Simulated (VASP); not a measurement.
# Nd (Pm-3m) in VASP: single point with PBE

Aim: the single point of Nd with PBE.

Everything below comes from runs of VASP 6.6.1. Logs are shortened: lines on timing, memory, paths and dates and some standing lists are left out, and cuts for length are marked.

### Step 1. The cell of the first run

The structure is cubic, space group Pm-3m (No. 221). The conventional cell has a = 2.642 Å, b = 2.642 Å, c = 2.642 Å, α = 90.00°, β = 90.00°, γ = 90.00°. Within 3.5 Å of Nd (site symmetry m-3m) lie 6 Nd at 2.64 Å.

This isn't the form of Nd at room conditions, which is double hcp.

### Step 2. Single point, PBE

File INCAR:

```
  PREC = Accurate
  ENCUT = 520
  EDIFF = 1E-6
  ISMEAR = -1
  SIGMA = 0.13605693000000002
  LREAL = False
  LASPH = True
  NELM = 100
  ALGO = Normal
  ISIF = 2
  LWAVE = False
  LCHARG = False
  GGA = PE
  NBANDS = 13
```

File KPOINTS:

```
regular mesh
0
Gamma
  12 12 12
```

File POSCAR:

```
Nd
1.0
    2.6424013962      0.0000000000      0.0000000000
    0.0000000000      2.6424013962      0.0000000000
    0.0000000000      0.0000000000      2.6424013962
Nd
1
Direct
    0.0000000000      0.0000000000      0.0000000000
```

Potentials or basis: VASP PAW PBE potentials, release 64 (Nd).

Launch:

```bash
> cat potpaw_PBE.64/Nd/POTCAR > POTCAR
> mpirun -np 1 vasp_std > vasp.out
```

OUTCAR:

```text
PREC = Accurate
   ENCUT = 520
   EDIFF = 1E-6
   ISMEAR = -1
   LREAL = False
   LASPH = True
   NELM = 100
   ISIF = 2
   GGA = PE

 ion  position               nearest neighbor table
   1  0.000  0.000  0.000-

  LATTYP: Found a simple cubic cell.
 ALAT       =     2.6424013962

  Lattice vectors:

 A1 = (   2.6424013962,   0.0000000000,   0.0000000000)
 A2 = (   0.0000000000,   2.6424013962,   0.0000000000)
 A3 = (   0.0000000000,   0.0000000000,   2.6424013962)

Analysis of symmetry for initial positions (statically):
=====================================================================
 Subroutine PRICEL returns:
 Original cell was already a primitive cell.

 Routine SETGRP: Setting up the symmetry group for a
 simple cubic supercell.

 Subroutine GETGRP returns: Found 48 space group operations
 (whereof 48 operations were pure point group operations)
 out of a pool of 48 trial point group operations.

The static configuration has the point symmetry O_h .

Analysis of symmetry for dynamics (positions and initial velocities):
=====================================================================
 Subroutine PRICEL returns:
 Original cell was already a primitive cell.

 Routine SETGRP: Setting up the symmetry group for a
 simple cubic supercell.

 Subroutine GETGRP returns: Found 48 space group operations
 (whereof 48 operations were pure point group operations)
 out of a pool of 48 trial point group operations.

The dynamic configuration has the point symmetry O_h .

 Subroutine INISYM returns: Found 48 space group operations
 (whereof 48 operations are pure point group operations),
 and found     1 'primitive' translations

----------------------------------------------------------------------------------------

                                     Primitive cell

  volume of cell :      18.4500

  direct lattice vectors                    reciprocal lattice vectors
     2.642401396  0.000000000  0.000000000     0.378443639  0.000000000  0.000000000
     0.000000000  2.642401396  0.000000000     0.000000000  0.378443639  0.000000000
     0.000000000  0.000000000  2.642401396     0.000000000  0.000000000  0.378443639

  length of vectors
     2.642401396  2.642401396  2.642401396     0.378443639  0.378443639  0.378443639

  position of ions in fractional coordinates (direct lattice)
     0.000000000  0.000000000  0.000000000

  ion indices of the primitive-cell ions
   primitive index   ion index
                 1           1

----------------------------------------------------------------------------------------

 KPOINTS: regular mesh

Automatic generation of k-mesh.
 Grid dimensions read from file:
 generate k-points for:   12   12   12

 Generating k-lattice:

  Cartesian coordinates                     Fractional coordinates (reciprocal lattice)
     0.031536970  0.000000000  0.000000000     0.083333333  0.000000000  0.000000000
     0.000000000  0.031536970  0.000000000     0.000000000  0.083333333  0.000000000
     0.000000000  0.000000000  0.031536970     0.000000000  0.000000000  0.083333333

  Length of vectors
     0.031536970  0.031536970  0.031536970

  Shift w.r.t. Gamma in fractional coordinates (k-lattice)
     0.000000000  0.000000000  0.000000000

 Subroutine IBZKPT returns following result:
 ===========================================

 Found     84 irreducible k-points:

 Following reciprocal coordinates:
            Coordinates               Weight
  0.000000  0.000000  0.000000      1.000000
  0.083333  0.000000  0.000000      6.000000
  0.166667  0.000000  0.000000      6.000000
  0.250000  0.000000  0.000000      6.000000
  0.333333  0.000000  0.000000      6.000000
  0.416667  0.000000  0.000000      6.000000
[... 16 lines left out ...]
  0.333333  0.333333  0.000000     12.000000
  0.416667  0.333333  0.000000     24.000000
 [... further k-points ...]
   k-points           NKPTS =     84   k-points in BZ     NKDIM =     84   number of bands    NBANDS=     13
   number of dos      NEDOS =    301   number of ions     NIONS =      1
   total plane-waves  NPLWV =   8000
   dimension x,y,z NGX =    20 NGY =   20 NGZ =   20
   dimension x,y,z NGXF=    40 NGYF=   40 NGZF=   40
   ions per type =               1
   NGX,Y,Z   is equivalent  to a cutoff of  12.58, 12.58, 12.58 a.u.
   NGXF,Y,Z  is equivalent  to a cutoff of  25.17, 25.17, 25.17 a.u.
 SYSTEM =  unknown system
   PREC   = accura    normal or accurate (medium, high low for compatibility)
   ISTART =      0    job   : 0-new  1-cont  2-samecut
   ICHARG =      2    charge: 1-file 2-atom 10-const
   ISPIN  =      1    spin polarized calculation?
   LNONCOLLINEAR =      F non collinear calculations
   LSORBIT =      F    spin-orbit coupling
   LASPH  =      T    aspherical Exc in radial PAW
   ENCUT  =  520.0 eV  38.22 Ry    6.18 a.u.   4.91  4.91  4.91*2*pi/ulx,y,z
   NELM   =    100;   NELMIN=  2; NELMDL= -5     # of ELM steps
   EDIFF  = 0.1E-05   stopping-criterion for ELM
   LREAL  =      F    real-space projection
   EDIFFG = 0.1E-04   stopping-criterion for IOM
   NSW    =      0    number of steps for IOM
   IBRION =     -1    ionic relax: 0-MD 1-quasi-New 2-CG
   NFREE  =      0    steps in history (QN), initial steepest desc. (CG)
   ISIF   =      2    stress and relaxation
   ISYM   =      2    0-nonsym 1-usesym 2-fastsym
   POTIM  = 0.5000    time-step for ionic-motion
   TEBEG  =    0.0;   TEEND  =   0.0 temperature during run
   PSTRESS=    0.0 pullay stress
   NELECT =      14.0000    total number of electrons
   NUPDOWN=      -1.0000    fix difference up-down
   EMIN   =  10.00;   EMAX   =-10.00  energy-range for DOS
   EFERMI =   0.00;   METHOD = LEGACY
   ISMEAR =    -1;   SIGMA  =   0.14  broadening in eV -4-tet -1-fermi 0-gaus
   EFERMI_NEDOS =   21; number of points for ismear=-14 and -15
   IALGO  =     38    algorithm
   IMIX   =      4    mixing-type and parameters
     AMIX     =   0.40;   BMIX     =  1.00
     AMIX_MAG =   1.60;   BMIX_MAG =  1.00
  volume/ion in A,a.u.               =      18.45       124.51
  Fermi-wavevector in a.u.,A,eV,Ry     =   1.493203  2.821744 30.336282  2.229654
  Thomas-Fermi vector in A             =   2.605633
   LORBIT       =      0    0 simple, 1 ext, 2 COOP (PROOUT), +10 PAW based schemes
   GGA     = PE    functional components
[... 5 lines left out ...]
 non-spin polarized calculation
  energy-cutoff  :      520.00
  volume of cell :       18.45
 maximum number of plane-waves:       512
 NGX is ok and might be reduce to    20
   NGX =  9   NGY =  9   NGZ =  9

 number of electron      14.0000000 magnetization

 Free energy of the ion-electron system (eV)
  ---------------------------------------------------
  ext. energy  EPLUGINS =         0.00000000
  ---------------------------------------------------
  free energy    TOTEN  =        -5.48875567 eV

  energy without entropy =       -5.23331979  energy(sigma->0) =       -5.36103773

 E-fermi :   9.4695     XC(G=0): -13.0296

 val. band max:        9.4651997216   @ k =   0.1667   0.1667   0.1667
 cond. band min:       9.4835061734   @ k =   0.2500   0.0833   0.0833
 fundamental gap:      0.0183064519
 Fermi energy:         9.4694706414

 k-point     1 :       0.0000    0.0000    0.0000
  band No.  band energies     occupation
      1     -28.8617      2.00000
      2      -6.2848      2.00000
      3      -6.2848      2.00000
      4      -6.2848      2.00000
      5       7.4062      2.00000
      6       7.4062      2.00000
      7       7.5756      2.00000
      8       9.6512      0.41639
      9       9.6512      0.41639
     10       9.6512      0.41639
     11      10.3602      0.00287
     12      10.3602      0.00287
     13      10.3602      0.00287

 k-point     2 :       0.0833    0.0000    0.0000
  band No.  band energies     occupation
      1     -28.7942      2.00000
      2      -6.8768      2.00000
      3      -6.2336      2.00000
      4      -6.2336      2.00000
      5       7.4701      2.00000
      6       7.5681      2.00000
      7       8.2488      1.99975
      8       9.6382      0.44880
      9       9.6726      0.36689
     10       9.6726      0.36689
     11      10.3708      0.00265
     12      10.3708      0.00265
     13      10.4543      0.00144

 k-point     3 :       0.1667    0.0000    0.0000
  band No.  band energies     occupation
      1     -28.6037      2.00000
      2      -8.2716      2.00000
      3      -6.0913      2.00000
      4      -6.0913      2.00000
      5       7.6538      2.00000
      6       7.7824      1.99999
      7       9.5972      0.56222
      8       9.6328      0.46285
      9       9.7338      0.25061
     10       9.7338      0.25061
     11      10.4060      0.00205
     12      10.4060      0.00205
     13      10.4067      0.00204
[... 305 lines left out ...]
 k-point    23 :       0.3333    0.3333    0.0000
  band No.  band energies     occupation
      1     -27.2034      2.00000
      2     -10.4640      2.00000
      3     -10.4227      2.00000
      4      -5.1001      2.00000
      5       6.5672      2.00000
      6       8.7472      1.99015
      7       9.1699      1.80080
      8      10.0147      0.03571
      9      10.0153      0.03556
     10      10.2997      0.00447
     11      10.7130      0.00021
     12      10.7336      0.00018
     13      11.1922      0.00001

 k-point    24 :       0.4167    0.3333    0.0000
  band No.  band energies     occupation
      1     -26.9705      2.00000
      2     -11.3548      2.00000
      3     -10.2213      2.00000
      4      -4.9479      2.00000
      5       5.7843      2.00000
      6       8.8594      1.97767
      7       9.0898      1.88431
      8       9.9568      0.05416
      9      10.1423      0.01413
     10      10.4061      0.00205
     11      10.4776      0.00121
     12      10.8287      0.00009
     13      11.4493      0.00000

 [... further k-points ...]

------------------------ aborting loop because EDIFF is reached ----------------------------------------

  FORCE on cell =-STRESS in cart. coord.  units (eV):
  Direction    XX          YY          ZZ          XY          YZ          ZX
  --------------------------------------------------------------------------------------
  -------------------------------------------------------------------------------------
  Total        0.0112282      0.0112282      0.0112282     -0.0000000      0.0000000      0.0000000
  in kB        0.9750418      0.9750418      0.9750418     -0.0000000      0.0000000      0.0000000
  external PRESSURE =       0.9750418 kB  Pullay stress =       0.0000000 kB

 VOLUME and BASIS-vectors are now :
 -----------------------------------------------------------------------------
  energy-cutoff  :      520.00
  volume of cell :       18.45
      direct lattice vectors                 reciprocal lattice vectors
     2.642401396  0.000000000  0.000000000     0.378443639  0.000000000  0.000000000
     0.000000000  2.642401396  0.000000000     0.000000000  0.378443639  0.000000000
     0.000000000  0.000000000  2.642401396     0.000000000  0.000000000  0.378443639

 POSITION                                       TOTAL-FORCE (eV/Angst)
 -----------------------------------------------------------------------------------
      0.00000      0.00000      0.00000         0.000000      0.000000      0.000000
 -----------------------------------------------------------------------------------
    total drift:                               -0.000000     -0.000000     -0.000000

  FREE ENERGIE OF THE ION-ELECTRON SYSTEM (eV)
  ---------------------------------------------------
  free  energy   TOTEN  =        -5.4887556680 eV

  energy  without entropy=       -5.2333197913  energy(sigma->0) =       -5.36103773
```

Wall time 32 s (1 thread of AMD EPYC 7R13, shared host); peak memory 0.12 GiB.

What came out:

| Quantity | Value |
| --- | --- |
| Free energy | -5.4888 eV |
| Pressure | 0.1 GPa |
| Band gap on the k mesh | zero (bands 7 and 8 overlap by 1.09 eV) |

Levels at points of the mesh, in eV from the Fermi level:
```
           k point  band 4  band 5  band 6  band 7  band 8  band 9  band 10  band 11
(0.00, 0.00, 0.00)  -15.75   -2.06   -2.06   -1.89    0.18    0.18     0.18     0.89
(0.50, 0.00, 0.00)  -14.93   -0.85   -0.66   -0.37    0.53    0.53     0.78     1.33
(0.50, 0.50, 0.00)  -14.16   -5.17   -0.49   -0.49    0.38    0.78     0.78     1.19
(0.50, 0.50, 0.50)  -19.81   -2.65   -2.65   -2.65   -0.96    0.61     0.61     0.61
```

Caveat: spin-orbit coupling is left out, which moves the levels of the heavy elements; semilocal functionals describe open f shells poorly, which spoils levels, moments and volumes.
